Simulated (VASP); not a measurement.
Te: single point with PBE

Crystal: Te.

```
CELL_PARAMETERS angstrom
3.78444 0.00000 0.00000
-1.89222 3.27742 0.00000
0.00000 0.00000 6.46311
ATOMIC_POSITIONS crystal
Te 0.66668 0.66668 0.00000
Te 0.00000 0.33332 0.66667
Te 0.33332 0.00000 0.33333
```

```json
{
  "Program": "VASP 6.6.1",
  "Task": "single point",
  "Functional": "PBE",
  "Potentials or basis": "VASP PAW PBE potentials, release 64 (Te)",
  "Cutoff": "520 eV",
  "k mesh": "7 × 7 × 5",
  "Occupations": "fermi-dirac, width 0.05 eV",
  "Spin": "no spin polarisation"
}
```

```
Pressure               : 9.9 GPa
Band gap on the k mesh : zero (bands 9 and 10 overlap by 1.99 eV)
```

Levels at points of the mesh, in eV from the Fermi level:
```tsv
k point	band 7	band 8	band 9	band 10	band 11	band 12
(0.00, 0.00, 0.00)	-1.04	-1.04	-1.04	1.77	1.77	3.27
```

Wall time 22 s on 1 thread of Intel(R) Xeon(R) 6975P-C (Granite Rapids), on a shared host, peak memory 0.19 GiB.

Caveat: the cell stands under pressure; spin-orbit coupling is left out, which moves the levels of the heavy elements.
